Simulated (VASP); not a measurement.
# HfC (Cm) in VASP: single point with PBEsol

Aim: the single point of HfC with PBEsol.

All numbers are computed with VASP 6.6.1; they aren't measurements. Logs are shortened: lines on timing, memory, paths and dates and some standing lists are left out, and cuts for length are marked.

### Step 1. The cell of the first run

Symmetry: Cm, No. 8, monoclinic system. Conventional cell: a = 5.695 Å, b = 3.288 Å, c = 3.288 Å, α = 90.00°, β = 125.26°, γ = 90.00°. Within 2.7 Å of Hf (site symmetry m) lie 6 C at 2.04 to 2.67 Å. Within 2.7 Å of C (site symmetry m) lie 6 Hf at 2.04 to 2.67 Å.

### Step 2. Single point, PBEsol (atom 2 (C) moved by (-0.450, -0.225) A along [1 1 0] and z)

INCAR

```
SYSTEM = HfC
PREC = Accurate
ENCUT = 520
EDIFF = 1E-7
ISMEAR = 0
SIGMA = 0.15
LREAL = .FALSE.
LASPH = .TRUE.
NELM = 60
ALGO = Normal
ISIF = 2
LWAVE = .FALSE.
LCHARG = .FALSE.
GGA = PS
NBANDS = 14
```

KPOINTS

```
Automatic mesh
0
G
  18 18 18
  0 0 0
```

POSCAR

```
HfC
1.0
    0.0000000000      2.3250000000      2.3250000000
    2.3250000000      0.0000000000      2.3250000000
    2.3250000000      2.3250000000      0.0000000000
Hf C
1 1
Direct
    0.5000000000      0.5000000000      0.5000000000
   -0.0483870968     -0.0483870968     -0.0884722802
```

Potentials or basis: VASP PAW PBE potentials, release 64 (Hf_pv, C).

Launch:

```
cat potpaw_PBE.64/Hf_pv/POTCAR potpaw_PBE.64/C/POTCAR > POTCAR
mpirun -np 1 vasp_std > vasp.out
```

OUTCAR:

```text
SYSTEM = HfC
   PREC = Accurate
   ENCUT = 520
   EDIFF = 1E-7
   ISMEAR = 0
   LREAL = .FALSE.
   LASPH = .TRUE.
   NELM = 60
   ISIF = 2
   GGA = PS

 ion  position               nearest neighbor table
   1  0.500  0.500  0.500-   2 2.04   2 2.04   2 2.15   2 2.59   2 2.67   2 2.67
   2  0.952  0.952  0.912-   1 2.04   1 2.04   1 2.15   1 2.59   1 2.67   1 2.67

  LATTYP: Found a face centered cubic cell.
 ALAT       =     4.6500000000

  Lattice vectors:

 A1 = (   0.0000000000,   2.3250000000,   2.3250000000)
 A2 = (   2.3250000000,   0.0000000000,   2.3250000000)
 A3 = (   2.3250000000,   2.3250000000,   0.0000000000)

Analysis of symmetry for initial positions (statically):
=====================================================================
 Subroutine PRICEL returns:
 Original cell was already a primitive cell.

 Routine SETGRP: Setting up the symmetry group for a
 face centered cubic supercell.

 Subroutine GETGRP returns: Found  2 space group operations
 (whereof  2 operations were pure point group operations)
 out of a pool of 48 trial point group operations.

The static configuration has the point symmetry C_1h.

Analysis of symmetry for dynamics (positions and initial velocities):
=====================================================================
 Subroutine PRICEL returns:
 Original cell was already a primitive cell.

 Routine SETGRP: Setting up the symmetry group for a
 face centered cubic supercell.

 Subroutine GETGRP returns: Found  2 space group operations
 (whereof  2 operations were pure point group operations)
 out of a pool of 48 trial point group operations.

The dynamic configuration has the point symmetry C_1h.

 Subroutine INISYM returns: Found  2 space group operations
 (whereof  2 operations are pure point group operations),
 and found     1 'primitive' translations

----------------------------------------------------------------------------------------

                                     Primitive cell

  volume of cell :      25.1362

  direct lattice vectors                    reciprocal lattice vectors
     0.000000000  2.325000000  2.325000000    -0.215053763  0.215053763  0.215053763
     2.325000000  0.000000000  2.325000000     0.215053763 -0.215053763  0.215053763
     2.325000000  2.325000000  0.000000000     0.215053763  0.215053763 -0.215053763

  length of vectors
     3.288046533  3.288046533  3.288046533     0.372484045  0.372484045  0.372484045

  position of ions in fractional coordinates (direct lattice)
[... 83 lines left out ...]
   IBRION =     -1    ionic relax: 0-MD 1-quasi-New 2-CG
   NFREE  =      0    steps in history (QN), initial steepest desc. (CG)
   ISIF   =      2    stress and relaxation
   ISYM   =      2    0-nonsym 1-usesym 2-fastsym
   POTIM  = 0.5000    time-step for ionic-motion
   TEBEG  =    0.0;   TEEND  =   0.0 temperature during run
   PSTRESS=    0.0 pullay stress
   NELECT =      14.0000    total number of electrons
   NUPDOWN=      -1.0000    fix difference up-down
   EMIN   =  10.00;   EMAX   =-10.00  energy-range for DOS
   EFERMI =   0.00;   METHOD = LEGACY
   ISMEAR =     0;   SIGMA  =   0.15  broadening in eV -4-tet -1-fermi 0-gaus
   EFERMI_NEDOS =   21; number of points for ismear=-14 and -15
   IALGO  =     38    algorithm
   IMIX   =      4    mixing-type and parameters
     AMIX     =   0.40;   BMIX     =  1.00
     AMIX_MAG =   1.60;   BMIX_MAG =  1.00
  volume/ion in A,a.u.               =      12.57        84.81
  Fermi-wavevector in a.u.,A,eV,Ry     =   1.346949  2.545365 24.684672  1.814272
  Thomas-Fermi vector in A             =   2.474740
   LORBIT       =      0    0 simple, 1 ext, 2 COOP (PROOUT), +10 PAW based schemes
   GGA     = PS    functional components
   LHFCALC =     F    Hartree Fock is set to
   AEXX    =    0.0000 exact exchange contribution
   IVDW    =     0    specifies the selected vdW correction
   LEPSILON=     F    determine dielectric tensor
   LRPA    =     F    only Hartree local field effects (RPA)
 non-spin polarized calculation
 Gauss-broadening in eV      SIGMA  =   0.15
  energy-cutoff  :      520.00
  volume of cell :       25.14
 maximum number of plane-waves:       700
   NGX = 13   NGY = 13   NGZ = 13

 number of electron      14.0000000 magnetization

 Free energy of the ion-electron system (eV)
  ---------------------------------------------------
  ext. energy  EPLUGINS =         0.00000000
  ---------------------------------------------------
  free energy    TOTEN  =       -21.27781518 eV

  energy without entropy =      -21.27781518  energy(sigma->0) =      -21.27781518

 E-fermi :   5.9270     XC(G=0): -12.3318

 val. band max:        5.3801249667   @ k =   0.0000   0.5000   0.5000
 cond. band min:       6.4959529593   @ k =  -0.1667   0.0556  -0.3333
 fundamental gap:      1.1158279926
 Fermi energy:         5.9270178991

 k-point     1 :       0.0000    0.0000    0.0000
  band No.  band energies     occupation
      1     -23.6794      2.00000
      2     -23.6535      2.00000
      3     -23.6326      2.00000
      4      -6.3796      2.00000
      5       4.2480      2.00000
      6       4.4446      2.00000
      7       4.5442      2.00000
      8       7.5312      0.00000
      9       8.1016      0.00000
     10      10.6445      0.00000
     11      11.7500      0.00000
     12      12.1821      0.00000
     13      12.3545      0.00000
     14      16.4140      0.00000
[... 377 lines left out ...]
      1     -24.3460      2.00000
      2     -23.7461      2.00000
      3     -23.7387      2.00000
      4      -3.1494      2.00000
      5       0.1507      2.00000
      6       3.0825      2.00000
      7       3.7769      2.00000
      8       9.0248      0.00000
      9      10.1707      0.00000
     10      11.2335      0.00000
     11      12.5809      0.00000
     12      15.8400      0.00000
     13      16.8374      0.00000
     14      19.4092      0.00000

 [... further k-points ...]
[... 5 lines left out ...]
  --------------------------------------------------------------------------------------
  -------------------------------------------------------------------------------------
  Total        3.0366966      3.0366966      0.6067394     -1.2470138     -0.8081114     -0.8081117
  in kB      193.5588856    193.5588856     38.6735385    -79.4845978    -51.5089820    -51.5089999
  external PRESSURE =     141.9304365 kB  Pullay stress =       0.0000000 kB

 VOLUME and BASIS-vectors are now :
 -----------------------------------------------------------------------------
  energy-cutoff  :      520.00
  volume of cell :       25.14
      direct lattice vectors                 reciprocal lattice vectors
     0.000000000  2.325000000  2.325000000    -0.215053763  0.215053763  0.215053763
     2.325000000  0.000000000  2.325000000     0.215053763 -0.215053763  0.215053763
     2.325000000  2.325000000  0.000000000     0.215053763  0.215053763 -0.215053763

 POSITION                                       TOTAL-FORCE (eV/Angst)
 -----------------------------------------------------------------------------------
      2.32500      2.32500      2.32500        -2.602597     -2.602597     -1.173260
      4.33180      4.33180      4.42500         2.602597      2.602597      1.173260
 -----------------------------------------------------------------------------------
    total drift:                               -0.000002     -0.000002     -0.000009

  FREE ENERGIE OF THE ION-ELECTRON SYSTEM (eV)
  ---------------------------------------------------
  free  energy   TOTEN  =       -21.2778151803 eV

  energy  without entropy=      -21.2778151802  energy(sigma->0) =      -21.27781518
```

Wall time 2.1 min (1 thread of Intel Xeon 6975P-C (Granite Rapids), shared host); peak memory 0.63 GiB.

What came out:

| Quantity | Value |
| --- | --- |
| Free energy | -21.2778 eV |
| Pressure | 14.2 GPa |
| Largest force | 3.863 eV/Å |
| Band gap on the k mesh | 1.12 eV (least direct gap 1.33 eV) |

Forces on the atoms (eV/Å):
```
Hf  -2.603 -2.603 -1.173
C    2.603  2.603  1.173
```

Levels at points of the mesh, in eV from the valence-band top:
```csv
k point,band 4,band 5,band 6,band 7,band 8,band 9,band 10,band 11
"(0.00, 0.00, 0.00)",-11.76,-1.13,-0.94,-0.84,2.15,2.72,5.26,6.37
"(0.50, 0.00, 0.00)",-8.17,-5.52,-2.19,-1.43,3.78,4.98,5.77,6.74
"(0.00, 0.00, 0.50)",-8.36,-5.39,-2.34,-1.67,3.95,5.00,5.88,7.01
"(0.50, 0.50, 0.50)",-8.85,-4.95,-3.01,-3.00,5.75,5.78,6.06,8.29
"(0.50, 0.50, 0.00)",-9.66,-3.19,-2.14,-0.17,3.06,6.56,6.91,7.06
"(0.00, 0.50, 0.50)",-9.59,-2.95,-2.01,0.00,2.49,6.34,6.67,7.06
```

Caveat: the cell differs from its parent crystal (atom 2 (C) moved by (-0.450, -0.225) A along [1 1 0] and z); the cell stands under pressure; the PAW data sets were made with another functional, which shifts forces and pressure a little; spin-orbit coupling is left out, which moves the levels of the heavy elements. A k mesh can miss the band edges.
